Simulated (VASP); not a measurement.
Input of a VASP 6.6.1 run:

File INCAR:

```
SYSTEM = Mg
ALGO     = Normal         ! electronic algorithm
EDIFF    = 1E-7           ! SCF threshold, eV
EDIFFG   = -0.005         ! ionic threshold
ENCUT    = 600            ! plane-wave cutoff, eV
GGA      = PE             ! functional
IBRION   = 2              ! ionic algorithm
ISIF     = 3              ! what is computed and relaxed
ISMEAR   = 0              ! smearing method
IVDW     = 12             ! dispersion correction
LASPH    = .TRUE.         ! aspherical terms in the spheres
LCHARG   = .FALSE.        ! write CHGCAR
LREAL    = .FALSE.        ! projectors in reciprocal space
LWAVE    = .FALSE.        ! write WAVECAR
NELM     = 100            ! most SCF steps
NSW      = 100            ! ionic steps
PREC     = Accurate       ! precision mode
SIGMA    = 0.1            ! smearing width, eV
```

KPOINTS

```
k-points
0
G
  15 15 8
  0 0 0
```

Contents of POSCAR:

```
Mg
1.0
    3.2092715325      0.0000000000      0.0000000000
   -1.6046357662      2.7793106748      0.0000000000
    0.0000000000      0.0000000000      5.2103300000
Mg
2
Direct
    0.3333333333      0.6666666667      0.2500000000
    0.6666666667      0.3333333333      0.7500000000
```

Potentials or basis: VASP PAW PBE potentials, release 64 (Mg).

The run is started by

```console
$ cat potpaw_PBE.64/Mg/POTCAR > POTCAR
$ mpirun -np 1 vasp_std > vasp.out
```

Task: Predict the space group after relaxing (to 0.05 Å).

Result: P6_3/mmc (No. 194).

Task: Predict the relaxed volume.

Result: 21.63 Å³/atom.

Task: Estimate the relaxed cell.

Result: a = 3.147 Å, b = 3.147 Å, c = 5.042 Å, α = 90.00°, β = 90.00°, γ = 120.00°.

Final structure:
```
CELL_PARAMETERS angstrom
3.14714 0.00000 0.00000
-1.57357 2.72550 0.00000
0.00000 0.00000 5.04239
ATOMIC_POSITIONS crystal
Mg 0.33333 0.66667 0.25000
Mg 0.66667 0.33333 0.75000
```

Caveat: pairwise dispersion overbinds metals, which lowers pressure and volume.
